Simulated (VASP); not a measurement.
A run of VASP 6.6.1 is set up as follows.

File INCAR:

```
SYSTEM = YN
PREC     = Accurate       ! precision mode
ENCUT    = 520            ! plane-wave cutoff, eV
EDIFF    = 1E-7           ! SCF threshold, eV
ISMEAR   = 0              ! smearing method
SIGMA    = 0.01           ! smearing width, eV
LREAL    = .FALSE.        ! projectors in reciprocal space
LASPH    = .TRUE.         ! aspherical terms in the spheres
NELM     = 120            ! most SCF steps
ALGO     = Normal         ! electronic algorithm
ISIF     = 2              ! what is computed and relaxed
LWAVE    = .FALSE.        ! write WAVECAR
LCHARG   = .FALSE.        ! write CHGCAR
GGA      = PE             ! functional
IBRION   = 2              ! ionic algorithm
NSW      = 60             ! ionic steps
EDIFFG   = -0.002         ! ionic threshold
GGA_COMPAT= .FALSE.      
NELMIN   = 4
```

KPOINTS

```
regular mesh
0
G
  10 10 10
  0 0 0
```

POSCAR

```
YN
1.0
    0.0000000000      2.4437994482      2.4897931643
    2.4437994482      0.0000000000      2.4897931643
    2.4437994482      2.4437994482      0.0000000000
Y N
1 1
Direct
    0.0000000000      0.0000000000      0.0000000000
    0.5000000000      0.5000000000      0.5000000000
```

Potentials or basis: VASP PAW PBE potentials, release 64 (Y_sv, N).

The run is started by

```console
$ cat potpaw_PBE.64/Y_sv/POTCAR potpaw_PBE.64/N/POTCAR > POTCAR
$ mpirun -np 1 vasp_std > vasp.out
```

(1) What does it give for the band gap on the k mesh?

Results:

(1) 0.18 eV (least direct gap 0.58 eV).

Caveat: the cell differs from its parent crystal (strained cell); the relaxation stopped at its first step, so nothing moved.
